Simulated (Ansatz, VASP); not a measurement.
Sr3SbP: VASP beside Ansatz

File INCAR:

```
PREC = Accurate ; ENCUT = 520
EDIFF = 1E-6 ; ISMEAR = 0
SIGMA = 0.03 ; LREAL = False
LASPH = True ; NELM = 60
ALGO = Normal ; ISIF = 2
LWAVE = False ; LCHARG = False
GGA = CA ; NBANDS = 28
```

File KPOINTS:

```
regular mesh
0
Gamma
  6 6 6
```

Contents of POSCAR:

```
Sr3SbP
1.0
    5.7400000000      0.0000000000      0.0000000000
    0.0000000000      6.0844000000      0.0000000000
    0.0000000000      0.0000000000      5.7400000000
Sr Sb P
3 1 1
Direct
    0.0000000000      0.5000000000      0.5000000000
    0.5000000000      0.0000000000      0.5000000000
    0.5000000000      0.5000000000      0.0000000000
    0.0000000000      0.0000000000      0.0000000000
    0.5000000000      0.5000000000      0.5000000000
```

Input for Ansatz:

```yaml
crystal:
  lattice:
    - [5.74, 0.0, 0.0]
    - [0.0, 6.0844, 0.0]
    - [0.0, 0.0, 5.74]
  atoms:
    - { symbol: Sr, position: [0.0, 0.5, 0.5] }
    - { symbol: Sr, position: [0.5, 0.0, 0.5] }
    - { symbol: Sr, position: [0.5, 0.5, 0.0] }
    - { symbol: Sb, position: [0.0, 0.0, 0.0] }
    - { symbol: P, position: [0.5, 0.5, 0.5] }
basis:
  ecutwfc: 420
kpoints:
  mp_grid: { grid: [6, 6, 6] }
hamiltonian:
  xc: lda
scf:
  occupations: { method: gaussian, width: 0.03 }
output:
  forces: true
  stress: true
  eigenvalues: true
```

Change from the starting cell: strain +0.0600 x Voigt [0, 1, 0, 0, 0, 0], atoms carried along.

Alike in both runs: task single point; functional LDA; k mesh 6 × 6 × 6; occupations gaussian, width 0.03 eV; no spin polarisation.

|  | VASP | Ansatz |
| --- | --- | --- |
| version | VASP 6.6.1 | Ansatz 0.2.0 |
| potentials or method | VASP PAW LDA potentials, release 64 (Sr_sv, Sb, P), cutoff 520 eV | scalar-relativistic, plane waves, PAW |
| valence electrons in the cell | 40 | 50 |

Ansatz gave:

```
gap on the k mesh at the Fermi level (eV)                     : none
pressure (GPa)                                                : -3.6
traceless stress, the component that is largest in VASP (GPa) : -2.15
```

Problem. What did VASP give for the same quantities?

Solution. gap on the k mesh at the Fermi level (eV): none; pressure (GPa): -3.5; traceless stress, the component that is largest in VASP (GPa): -2.18.

LDA's correlation is that of Perdew and Zunger in VASP and of Perdew and Wang (1992) in Ansatz. A gap of «none» marks a metal or a gap that the smearing closes. VASP's potentials hold 40 valence electrons a cell and Ansatz's 50, so a difference there can come from the potentials and not from the codes.

Neither program's run includes spin-orbit coupling.
